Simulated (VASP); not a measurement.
Re: single point with RPBE

Crystal: Re.

```
Re
1.0
    -1.54121    1.54121    1.54121
     1.54121   -1.54121    1.54121
     1.54121    1.54121   -1.54121
Re
1
Cartesian
  0.0000 0.0000 0.0000
```

This isn't the form of Re at room conditions, which is hcp.

* Program: VASP 6.6.1
* Task: single point
* Functional: RPBE
* Potentials or basis: VASP PAW PBE potentials, release 64 (Re)
* Cutoff: 600 eV
* k mesh: 16 × 16 × 16
* Occupations: fermi-dirac, width 0.1 eV
* Spin: no spin polarisation

The pressure is 15.2 GPa. The band gap on the k mesh is zero (an odd number of electrons rules out a gap without spin polarisation).

Levels at points of the mesh, in eV from the Fermi level:
| k point | band 1 | band 2 | band 3 | band 4 | band 5 | band 6 |
| --- | --- | --- | --- | --- | --- | --- |
| (0.00, 0.00, 0.00) | -10.79 | -2.71 | -2.71 | -2.71 | 0.81 | 0.81 |
| (0.50, 0.00, 0.00) | -7.55 | -5.00 | -0.01 | 0.70 | 1.60 | 4.57 |
| (0.50, 0.50, 0.50) | -7.18 | -7.18 | 3.62 | 3.62 | 3.62 | 8.04 |

Wall time 11 s on 1 thread of Intel(R) Xeon(R) Platinum 8488C (Sapphire Rapids), on a shared host, peak memory 0.16 GiB.

Caveat: the cell stands under pressure; the PAW data sets were made with another functional, which shifts forces and pressure a little; spin-orbit coupling is left out, which moves the levels of the heavy elements.
